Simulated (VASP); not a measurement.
Input of a VASP 6.6.1 run:

File POSCAR:

```
C
1.0
    3.5602834153      0.0000000000      0.0000000000
    0.0000000000     -3.5602834153      0.0000000000
    0.0000000000      0.0000000000     -3.5602834153
C
8
Direct
    0.5000000000      0.0000000000     -0.0245766951
    0.0000000000      0.5000000000      0.0000000000
    0.0000000000      0.0000000000      0.5000000000
    0.5000000000      0.5000000000      0.5000000000
    0.7500000000      0.7500000000      0.7500000000
    0.2500000000      0.2500000000      0.7500000000
    0.2500000000      0.7500000000      0.2500000000
    0.7500000000      0.2500000000      0.2500000000
```

The input INCAR.step1:

```
SYSTEM = C
PREC = Accurate
ENCUT = 520
ISMEAR = 0
SIGMA = 0.05
LREAL = .False.
LASPH = .True.
NELM = 80
NBANDS = 26
GGA = PE
ALGO = Normal
EDIFF = 1E-4
LWAVE = .True.
LCHARG = .False.
```

INCAR.step2

```
SYSTEM = C
PREC = Accurate
ENCUT = 520
EDIFF = 1E-6
ISMEAR = 0
SIGMA = 0.05
LREAL = .False.
LASPH = .True.
NELM = 80
ALGO = Normal
ISIF = 2
LWAVE = .False.
LCHARG = .True.
METAGGA = R2SCAN
LMIXTAU = .True.
LELF = .True.
LVHAR = .True.
NBANDS = 26
ISTART = 1
```

File KPOINTS:

```
Automatic mesh
0
Gamma
  6 6 6
  0 0 0
```

Potentials or basis: VASP PAW PBE potentials, release 64 (C).

Launch:

```bash
$ cat potpaw_PBE.64/C/POTCAR > POTCAR
$ cp INCAR.step1 INCAR
$ mpirun -np 1 vasp_std > vasp.out
$ cp INCAR.step2 INCAR
$ mpirun -np 1 vasp_std > vasp.out
```

(1) Predict the largest force.

(2) Estimate the band gap on the k mesh.

(3) What does it give for the pressure?

## Answers

(1) 4.027 eV/Å.

(2) 3.95 eV.

(3) 1.9 GPa.

Caveat: the cell differs from its parent crystal (atom 1 (C) moved +0.087 Å along Cartesian [0 0 1]); the PAW data sets were made with another functional, which shifts forces and pressure a little.
